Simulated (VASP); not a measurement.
# Si3N2 (P-4m2) in VASP: a series of runs

Si3N2 is run at these levels: PBE; tasks: single point, relaxation of cell and atoms.

Everything below comes from runs of VASP 6.6.1. Logs are shortened: lines on timing, memory, paths and dates and some standing lists are left out, and cuts for length are marked.

## Step 1: The cell of the first run

Symmetry: P-4m2, No. 115, tetragonal system. The conventional cell has a = 4.223 Å, b = 4.223 Å, c = 3.221 Å, α = 90.00°, β = 90.00°, γ = 90.00°. Si (site symmetry -4m2) has 2 N at 1.61 Å within 2.1 Å. Si (site symmetry 2mm) has 2 Si at 2.25 Å and 4 N at 2.27 Å within 3.0 Å. Within 2.1 Å of N (site symmetry -4m2) lie 2 Si at 1.61 Å. Within 3.0 Å of N (site symmetry -4m2) lie 4 Si at 2.27 Å and 4 N at 2.99 Å.

The cell was built from a structure type or drawn by symmetry, and may not be a known phase.

## Step 2: Single point, PBE

INCAR reads:

```
ALGO     = Normal         # electronic algorithm
EDIFF    = 1E-6           # SCF threshold, eV
ENCUT    = 520            # plane-wave cutoff, eV
GGA      = PE             # functional
ISIF     = 2              # what is computed and relaxed
ISMEAR   = 0              # smearing method
LASPH    = T              # aspherical terms in the spheres
LCHARG   = T              # write CHGCAR
LELF     = T              # ELF
LREAL    = F              # projectors in reciprocal space
LVHAR    = T            
LWAVE    = F              # write WAVECAR
NBANDS   = 19             # bands
NELM     = 100            # most SCF steps
PREC     = Accurate       # precision mode
SIGMA    = 0.1            # smearing width, eV
```

KPOINTS reads:

```
k-points
0
Gamma
  4 4 6
```

POSCAR reads:

```
Si3N2
1.0
    4.2226225000      0.0000000000      0.0000000000
    0.0000000000      4.2226225000      0.0000000000
    0.0000000000      0.0000000000      3.2211616500
Si N
3 2
Direct
    0.5000000000      0.5000000000      0.0000000000
    0.0000000000      0.5000000000      0.7569595400
    0.5000000000      0.0000000000      0.2430404600
    0.5000000000      0.5000000000      0.5000000000
    0.0000000000      0.0000000000      0.5000000000
```

Potentials or basis: VASP PAW PBE potentials, release 64 (Si, N).

On the command line:

```sh
$ cat potpaw_PBE.64/Si/POTCAR potpaw_PBE.64/N/POTCAR > POTCAR
$ mpirun -np 1 vasp_std > vasp.out
```

OUTCAR:

```text
EDIFF = 1E-6
   ENCUT = 520
   GGA = PE
   ISIF = 2
   ISMEAR = 0
   LASPH = T
   LREAL = F
   NELM = 100
   PREC = Accurate

 ion  position               nearest neighbor table
   1  0.500  0.500  0.000-   4 1.61   4 1.61   2 2.25   3 2.25   3 2.25   2 2.25
   2  0.000  0.500  0.757-   1 2.25   1 2.25   5 2.27   5 2.27   4 2.27   4 2.27
   3  0.500  0.000  0.243-   1 2.25   1 2.25   5 2.27   4 2.27   4 2.27   5 2.27
   4  0.500  0.500  0.500-   1 1.61   1 1.61   3 2.27   2 2.27   3 2.27   2 2.27
   5  0.000  0.000  0.500-   2 2.27   3 2.27   2 2.27   3 2.27

  LATTYP: Found a simple tetragonal cell.
 ALAT       =     4.2226225000
 C/A-ratio  =     0.7628343879

  Lattice vectors:

 A1 = (   4.2226225000,   0.0000000000,   0.0000000000)
 A2 = (   0.0000000000,   4.2226225000,   0.0000000000)
 A3 = (   0.0000000000,   0.0000000000,   3.2211616500)

Analysis of symmetry for initial positions (statically):
=====================================================================
 Subroutine PRICEL returns:
 Original cell was already a primitive cell.

 Routine SETGRP: Setting up the symmetry group for a
 simple tetragonal supercell.

 Subroutine GETGRP returns: Found  8 space group operations
 (whereof  8 operations were pure point group operations)
 out of a pool of 16 trial point group operations.

The static configuration has the point symmetry D_2d.

Analysis of symmetry for dynamics (positions and initial velocities):
=====================================================================
 Subroutine PRICEL returns:
 Original cell was already a primitive cell.

 Routine SETGRP: Setting up the symmetry group for a
 simple tetragonal supercell.

 Subroutine GETGRP returns: Found  8 space group operations
 (whereof  8 operations were pure point group operations)
 out of a pool of 16 trial point group operations.

The dynamic configuration has the point symmetry D_2d.

 Subroutine INISYM returns: Found  8 space group operations
 (whereof  8 operations are pure point group operations),
 and found     1 'primitive' translations

----------------------------------------------------------------------------------------

                                     Primitive cell

  volume of cell :      57.4351

  direct lattice vectors                    reciprocal lattice vectors
     4.222622500  0.000000000  0.000000000     0.236819654  0.000000000  0.000000000
     0.000000000  4.222622500  0.000000000     0.000000000  0.236819654  0.000000000
     0.000000000  0.000000000  3.221161650     0.000000000  0.000000000  0.310447009

  length of vectors
     4.222622500  4.222622500  3.221161650     0.236819654  0.236819654  0.310447009

  position of ions in fractional coordinates (direct lattice)
     0.500000000  0.500000000  0.000000000
     0.000000000  0.500000000  0.756959540
     0.500000000  0.000000000  0.243040460
     0.500000000  0.500000000  0.500000000
     0.000000000  0.000000000  0.500000000

  ion indices of the primitive-cell ions
   primitive index   ion index
                 1           1
                 2           2
                 3           3
                 4           4
                 5           5

----------------------------------------------------------------------------------------

 KPOINTS: k-points

Automatic generation of k-mesh.
 Grid dimensions read from file:
 generate k-points for:    4    4    6

 Generating k-lattice:

  Cartesian coordinates                     Fractional coordinates (reciprocal lattice)
     0.059204914  0.000000000  0.000000000     0.250000000  0.000000000  0.000000000
     0.000000000  0.059204914  0.000000000     0.000000000  0.250000000  0.000000000
     0.000000000  0.000000000  0.051741168     0.000000000  0.000000000  0.166666667

  Length of vectors
     0.059204914  0.059204914  0.051741168

  Shift w.r.t. Gamma in fractional coordinates (k-lattice)
     0.000000000  0.000000000  0.000000000

 Subroutine IBZKPT returns following result:
 ===========================================

 Found     24 irreducible k-points:

 Following reciprocal coordinates:
            Coordinates               Weight
  0.000000  0.000000  0.000000      1.000000
  0.250000  0.000000  0.000000      4.000000
  0.500000  0.000000  0.000000      2.000000
  0.250000  0.250000  0.000000      4.000000
  0.500000  0.250000  0.000000      4.000000
  0.500000  0.500000  0.000000      1.000000
[... 16 lines left out ...]
  0.500000  0.250000  0.500000      4.000000
  0.500000  0.500000  0.500000      1.000000
   k-points           NKPTS =     24   k-points in BZ     NKDIM =     24   number of bands    NBANDS=     19
   number of dos      NEDOS =    301   number of ions     NIONS =      5
   total plane-waves  NPLWV =  24576
   dimension x,y,z NGX =    32 NGY =   32 NGZ =   24
   dimension x,y,z NGXF=    64 NGYF=   64 NGZF=   48
   ions per type =               3   2
   NGX,Y,Z   is equivalent  to a cutoff of  12.60, 12.60, 12.39 a.u.
   NGXF,Y,Z  is equivalent  to a cutoff of  25.20, 25.20, 24.77 a.u.
 SYSTEM =  unknown system
   PREC   = accura    normal or accurate (medium, high low for compatibility)
   ISTART =      0    job   : 0-new  1-cont  2-samecut
   ICHARG =      2    charge: 1-file 2-atom 10-const
   ISPIN  =      1    spin polarized calculation?
   LNONCOLLINEAR =      F non collinear calculations
   LSORBIT =      F    spin-orbit coupling
   LASPH  =      T    aspherical Exc in radial PAW
   ENCUT  =  520.0 eV  38.22 Ry    6.18 a.u.   7.85  7.85  5.99*2*pi/ulx,y,z
   NELM   =    100;   NELMIN=  2; NELMDL= -5     # of ELM steps
   EDIFF  = 0.1E-05   stopping-criterion for ELM
   LREAL  =      F    real-space projection
   EDIFFG = 0.1E-04   stopping-criterion for IOM
   NSW    =      0    number of steps for IOM
   IBRION =     -1    ionic relax: 0-MD 1-quasi-New 2-CG
   NFREE  =      0    steps in history (QN), initial steepest desc. (CG)
   ISIF   =      2    stress and relaxation
   ISYM   =      2    0-nonsym 1-usesym 2-fastsym
   POTIM  = 0.5000    time-step for ionic-motion
   TEBEG  =    0.0;   TEEND  =   0.0 temperature during run
   PSTRESS=    0.0 pullay stress
   NELECT =      22.0000    total number of electrons
   NUPDOWN=      -1.0000    fix difference up-down
   EMIN   =  10.00;   EMAX   =-10.00  energy-range for DOS
   EFERMI =   0.00;   METHOD = LEGACY
   ISMEAR =     0;   SIGMA  =   0.10  broadening in eV -4-tet -1-fermi 0-gaus
   EFERMI_NEDOS =   21; number of points for ismear=-14 and -15
   IALGO  =     38    algorithm
   IMIX   =      4    mixing-type and parameters
     AMIX     =   0.40;   BMIX     =  1.00
     AMIX_MAG =   1.60;   BMIX_MAG =  1.00
  volume/ion in A,a.u.               =      11.49        77.52
  Fermi-wavevector in a.u.,A,eV,Ry     =   1.188931  2.246754 19.232615  1.413557
  Thomas-Fermi vector in A             =   2.325050
   LORBIT       =      0    0 simple, 1 ext, 2 COOP (PROOUT), +10 PAW based schemes
   GGA     = PE    functional components
   LHFCALC =     F    Hartree Fock is set to
   AEXX    =    0.0000 exact exchange contribution
   IVDW    =     0    specifies the selected vdW correction
   LEPSILON=     F    determine dielectric tensor
   LRPA    =     F    only Hartree local field effects (RPA)
 non-spin polarized calculation
 Gauss-broadening in eV      SIGMA  =   0.10
  energy-cutoff  :      520.00
  volume of cell :       57.44
 maximum number of plane-waves:      1568
 NGX is ok and might be reduce to    32
   NGX = 15   NGY = 15   NGZ = 11

 number of electron      21.9999997 magnetization

 Free energy of the ion-electron system (eV)
  ---------------------------------------------------
  ext. energy  EPLUGINS =         0.00000000
  ---------------------------------------------------
  free energy    TOTEN  =       -27.39933847 eV

  energy without entropy =      -27.39078408  energy(sigma->0) =      -27.39506127

 E-fermi :   8.6036     XC(G=0): -11.2617

 val. band max:        8.5966849811   @ k =   0.5000   0.0000   0.0000
 cond. band min:       8.6555234552   @ k =   0.2500   0.0000   0.5000
 fundamental gap:      0.0588384741
 Fermi energy:         8.6036468882

 k-point     1 :       0.0000    0.0000    0.0000
  band No.  band energies     occupation
      1     -10.3778      2.00000
      2      -5.1552      2.00000
      3      -0.0044      2.00000
      4       0.2489      2.00000
      5       0.2489      2.00000
      6       1.9491      2.00000
[... 11 lines left out ...]
     18      14.9629      0.00000
     19      17.3358      0.00000

 k-point     2 :       0.2500    0.0000    0.0000
  band No.  band energies     occupation
      1     -10.2352      2.00000
      2      -5.4258      2.00000
      3      -0.5725      2.00000
      4       0.2762      2.00000
      5       0.4699      2.00000
      6       1.3653      2.00000
[... 11 lines left out ...]
     18      15.8526      0.00000
     19      16.4018      0.00000

 k-point     3 :       0.5000    0.0000    0.0000
  band No.  band energies     occupation
      1     -10.0748      2.00000
      2      -5.7413      2.00000
      3      -0.5139      2.00000
      4      -0.0232      2.00000
      5       0.7475      2.00000
      6       0.8519      2.00000
[... 11 lines left out ...]
     18      16.0733      0.00000
     19      16.1459      0.00000

 k-point     4 :       0.2500    0.2500    0.0000
  band No.  band energies     occupation
      1     -10.1120      2.00000
      2      -5.4202      2.00000
      3      -1.5291      2.00000
      4      -0.3306      2.00000
      5       0.3069      2.00000
      6       2.5454      2.00000
[... 407 lines left out ...]
     18      16.5180      0.00000
     19      18.0412      0.00000

 k-point    23 :       0.5000    0.2500    0.5000
  band No.  band energies     occupation
      1      -8.8523      2.00000
      2      -4.7393      2.00000
      3      -3.6076      2.00000
      4       0.0680      2.00000
      5       0.4872      2.00000
      6       2.2103      2.00000
[... 11 lines left out ...]
     18      16.3418      0.00000
     19      17.5771      0.00000

 k-point    24 :       0.5000    0.5000    0.5000
  band No.  band energies     occupation
      1      -8.7873      2.00000
      2      -4.5495      2.00000
      3      -3.3645      2.00000
      4      -0.3928      2.00000
      5      -0.3928      2.00000
      6       2.6246      2.00000
[... 11 lines left out ...]
     18      15.9382      0.00000
     19      16.1401      0.00000

------------------------ aborting loop because EDIFF is reached ----------------------------------------

  FORCE on cell =-STRESS in cart. coord.  units (eV):
  Direction    XX          YY          ZZ          XY          YZ          ZX
  --------------------------------------------------------------------------------------
  -------------------------------------------------------------------------------------
  Total       -0.7142919     -0.7142919     19.3937793      0.0000000     -0.0000000      0.0000000
  in kB      -19.9255017    -19.9255017    540.9984194      0.0000000     -0.0000000      0.0000000
  external PRESSURE =     167.0491387 kB  Pullay stress =       0.0000000 kB

 VOLUME and BASIS-vectors are now :
 -----------------------------------------------------------------------------
  energy-cutoff  :      520.00
  volume of cell :       57.44
      direct lattice vectors                 reciprocal lattice vectors
     4.222622500  0.000000000  0.000000000     0.236819654  0.000000000  0.000000000
     0.000000000  4.222622500  0.000000000     0.000000000  0.236819654  0.000000000
     0.000000000  0.000000000  3.221161650     0.000000000  0.000000000  0.310447009

 POSITION                                       TOTAL-FORCE (eV/Angst)
 -----------------------------------------------------------------------------------
      2.11131      2.11131      0.00000         0.000000     -0.000000      0.000000
      0.00000      2.11131      2.43829         0.000000     -0.000000     -1.473117
      2.11131      0.00000      0.78287         0.000000     -0.000000      1.473117
      2.11131      2.11131      1.61058         0.000000      0.000000      0.000000
      0.00000      0.00000      1.61058        -0.000000     -0.000000      0.000000
 -----------------------------------------------------------------------------------
    total drift:                                0.000000     -0.000000     -0.000000

  FREE ENERGIE OF THE ION-ELECTRON SYSTEM (eV)
  ---------------------------------------------------
  free  energy   TOTEN  =       -27.3993384683 eV

  energy  without entropy=      -27.3907840793  energy(sigma->0) =      -27.39506127
```

It took 13 s on 1 thread of Intel Xeon Platinum 8559C (Emerald Rapids), shared host; peak memory 0.16 GiB.

What came out:

```
Free energy            : -27.3993 eV
Pressure               : 16.7 GPa
Largest force          : 1.473 eV/Å
Band gap on the k mesh : zero (bands 11 and 12 overlap by 2.48 eV)
```

Forces in eV/Å, atoms in the order of the input:
```
Si   0.000  0.000  0.000
Si   0.000  0.000 -1.473
Si   0.000  0.000  1.473
N    0.000  0.000  0.000
N    0.000  0.000  0.000
```

Levels at points of the mesh, in eV from the Fermi level:
```tsv
k point	band 8	band 9	band 10	band 11	band 12	band 13	band 14	band 15
(0.00, 0.00, 0.00)	-3.06	-3.06	-0.75	0.63	2.14	2.14	3.98	4.89
(0.50, 0.00, 0.00)	-2.66	-1.64	-0.90	-0.01	2.01	2.26	4.70	5.03
(0.50, 0.50, 0.00)	-2.47	-0.98	-0.41	-0.41	0.37	2.50	4.41	4.41
(0.00, 0.00, 0.50)	-3.58	-3.27	-1.97	-1.97	-1.85	-0.44	-0.23	5.55
(0.50, 0.00, 0.50)	-3.46	-3.17	-2.59	-1.56	1.80	1.95	2.20	2.74
(0.50, 0.50, 0.50)	-4.40	-1.99	-1.99	-0.02	2.91	4.38	4.44	4.44
```

Caveat: the k points lie up to 0.37 Å⁻¹ apart, too coarse for converged energies and pressures of a metal; forces of over 1 eV/Å act on the atoms, so gaps and moduli don't describe the material at rest.

## Step 3: Single point, PBE

This run uses another cell than the first one, of 12.98 Å³/atom.

INCAR reads:

```
ALGO     = Normal         # electronic algorithm
EDIFF    = 1E-7           # SCF threshold, eV
ENCUT    = 520            # plane-wave cutoff, eV
GGA      = PE             # functional
ISIF     = 2              # what is computed and relaxed
ISMEAR   = 0              # smearing method
LASPH    = True           # aspherical terms in the spheres
LCHARG   = False          # write CHGCAR
LREAL    = False          # projectors in reciprocal space
LWAVE    = False          # write WAVECAR
NBANDS   = 19             # bands
NELM     = 60             # most SCF steps
PREC     = Accurate       # precision mode
SIGMA    = 0.1            # smearing width, eV
```

KPOINTS is that of step 2.

POSCAR reads:

```
Si3N2
1.0
    3.5058042671      0.0000000000      0.0000000000
    0.0000000000      3.5058042671      0.0000000000
    0.0000000000      0.0000000000      5.2793916637
Si N
3 2
Direct
    0.5000000000      0.5000000000      0.0000000000
    0.0000000000      0.5000000000      0.6340630647
    0.5000000000      0.0000000000      0.3659369353
    0.5000000000      0.5000000000      0.5000000000
    0.0000000000      0.0000000000      0.5000000000
```

Potentials or basis: VASP PAW PBE potentials, release 64 (Si, N).

On the command line:

```sh
$ cat potpaw_PBE.64/Si/POTCAR potpaw_PBE.64/N/POTCAR > POTCAR
$ mpirun -np 1 vasp_std > vasp.out
```

Wall time 18 s (1 thread of Intel Xeon Platinum 8559C (Emerald Rapids), shared host); peak memory 0.17 GiB.

Results (log left out):

* Free energy: -32.5232 eV
* Pressure: 0.0 GPa
* Largest force: 0.014 eV/Å
* Band gap on the k mesh: zero (bands 11 and 12 overlap by 1.66 eV)

Forces on the atoms (eV/Å):
```
Si   0.000  0.000  0.000
Si   0.000  0.000  0.014
Si   0.000  0.000 -0.014
N    0.000  0.000  0.000
N    0.000  0.000  0.000
```

Stress tensor (GPa, compression positive):
```
 0.16  0.00  0.00
 0.00  0.16  0.00
 0.00  0.00 -0.20
```

Levels at points of the mesh, in eV from the Fermi level:
```csv
k point,band 7,band 8,band 9,band 10,band 11,band 12,band 13,band 14,band 15,band 16
"(0.00, 0.00, 0.00)",-3.44,-3.01,-3.01,-1.06,0.40,1.22,1.22,2.08,3.68,3.68
"(0.50, 0.00, 0.00)",-6.42,-6.30,-5.77,-4.13,0.84,1.95,2.00,4.64,5.81,6.05
"(0.50, 0.50, 0.00)",-5.15,-4.04,-4.04,-1.59,-1.59,0.16,0.16,1.35,2.93,7.96
"(0.00, 0.00, 0.50)",-4.42,-3.35,-3.04,-3.04,-0.80,0.40,0.40,3.25,4.71,5.05
"(0.50, 0.00, 0.50)",-6.41,-6.21,-3.57,-2.64,-2.25,1.05,1.38,3.74,5.38,6.02
"(0.50, 0.50, 0.50)",-4.74,-4.74,-2.68,-1.59,-1.59,-0.60,2.74,2.74,3.21,4.87
```

Caveat: the k points lie up to 0.45 Å⁻¹ apart, too coarse for converged energies and pressures of a metal.

(Continued in part 2 of 2.)
